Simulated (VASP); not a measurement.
Here is a VASP 6.6.1 calculation.

File INCAR:

```
SYSTEM = AlN
PREC = Accurate
ENCUT = 520
EDIFF = 1E-6
ISMEAR = 0
SIGMA = 0.05
LREAL = .False.
LASPH = .True.
NELM = 100
ALGO = Normal
ISIF = 2
LWAVE = .False.
LCHARG = .False.
NBANDS = 16
```

Contents of KPOINTS:

```
regular mesh
0
Gamma
  9 9 6
  0 0 0
```

POSCAR

```
AlN
1.0
    3.0631058397      0.0000000000      0.0000000000
   -1.5315529199      2.6527274717      0.0000000000
    0.0000000000      0.0000000000      4.9027355419
Al N
2 2
Direct
    0.3461934859      0.6923869718      0.0015212672
    0.6538065141      0.3076130282      0.5015212672
    0.3218578045      0.6437156091      0.3834787328
    0.6781421955      0.3562843909      0.8834787328
```

Potentials or basis: VASP PAW LDA potentials, release 64 (Al, N).

The run is started by

```sh
$ cat potpaw_LDA.64/Al/POTCAR potpaw_LDA.64/N/POTCAR > POTCAR
$ mpirun -np 1 vasp_std > vasp.out
```

Predict the band gap on the k mesh.

4.59 eV, direct.

Estimate the pressure.

6.1 GPa.

What does it give for the largest force?

0.419 eV/Å.

Stress tensor (GPa, compression positive):
```
6.55 0.00 0.00
0.00 5.76 0.00
0.00 0.00 5.91
```

A k mesh can miss the band edges. Expect the measured gap to be larger: semilocal functionals such as LDA lack the derivative discontinuity.
